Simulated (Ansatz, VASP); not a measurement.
**Zn in VASP and in Ansatz**

File INCAR:

```
PREC = Accurate
ENCUT = 520
EDIFF = 1E-6
ISMEAR = 0
SIGMA = 0.15
LREAL = False
LASPH = True
NELM = 60
ALGO = Normal
ISIF = 2
LWAVE = False
LCHARG = True
GGA = PE
LELF = True
LVHAR = True
NBANDS = 12
```

File KPOINTS:

```
regular mesh
0
Gamma
  20 20 20
```

POSCAR

```
Zn
1.0
    0.0000000000      2.0630148000      1.8665372000
    2.0630148000      0.0000000000      1.8665372000
    2.0630148000      2.0630148000      0.0000000000
Zn
1
Direct
    0.0000000000      0.0000000000      0.0000000000
```

Input for Ansatz:

```yaml
crystal:
  lattice:
    - [0.0, 2.0630148, 1.8665372]
    - [2.0630148, 0.0, 1.8665372]
    - [2.0630148, 2.0630148, 0.0]
  atoms:
    - { symbol: Zn, position: [0.0, 0.0, 0.0] }
basis:
  ecutwfc: 420
kpoints:
  mp_grid: { grid: [20, 20, 20] }
hamiltonian:
  xc: pbe
scf:
  occupations: { method: gaussian, width: 0.15 }
output:
  forces: true
  stress: true
  eigenvalues: true
```

Change from the starting cell: strain +0.050 along x and y, -0.050 along z, atoms carried along.

Alike in both runs: task single point; functional PBE; k mesh 20 × 20 × 20; occupations gaussian, width 0.15 eV; no spin polarisation.

```csv
,VASP,Ansatz
version,VASP 6.6.1,Ansatz 0.2.0
potentials or method,"VASP PAW PBE potentials, release 64 (Zn), cutoff 520 eV","scalar-relativistic, plane waves, PAW"
valence electrons in the cell,12,12
```

|  | VASP | Ansatz | Ansatz less VASP |
| --- | --- | --- | --- |
| gap on the k mesh at the Fermi level (eV) | none | none | - |
| pressure (GPa) | -2.3 | -2.6 | -0.30 |
| traceless stress, the component that is largest in VASP (GPa) | 1.54 | 1.53 | -0.008 |

A gap of «none» marks a metal or a gap that the smearing closes.
